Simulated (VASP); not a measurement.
Crystal: BaS.

```
CELL_PARAMETERS angstrom
0.00000 3.28695 3.28695
3.28695 0.00000 3.28695
3.28695 3.28695 0.00000
ATOMIC_POSITIONS crystal
Ba 0.00000 0.00000 0.00000
S 0.50000 0.50000 0.50000
```

This cell differs from its parent crystal: strain +2.3%.

Base run:

| Quantity | Value |
| --- | --- |
| Program | VASP 6.6.1 |
| Functional | r2SCAN |
| Potentials or basis | VASP PAW PBE potentials, release 64 (Ba_sv, S) |
| Cutoff | 520 eV |
| k mesh | 8 × 8 × 8 |
| Occupations | gaussian, width 0.01 eV |
| Spin | no spin polarisation |

Its results: band gap on the k mesh 2.59 eV (least direct gap 2.76 eV); pressure -2.2 GPa.

**Question.** The run is repeated on the same cell with these changes: functional from r2SCAN to PBE; occupations from gaussian, width 0.01 eV to fermi-dirac, width 0.02 eV. What comes out?

**Answer.** Band gap on the k mesh 2.23 eV (least direct gap 2.40 eV); pressure -2.0 GPa.

Caveats: spin-orbit coupling is left out, which moves the levels of the heavy elements; the PAW data sets were made with another functional, which shifts forces and pressure a little (at least some runs).

A k mesh can miss the band edges.
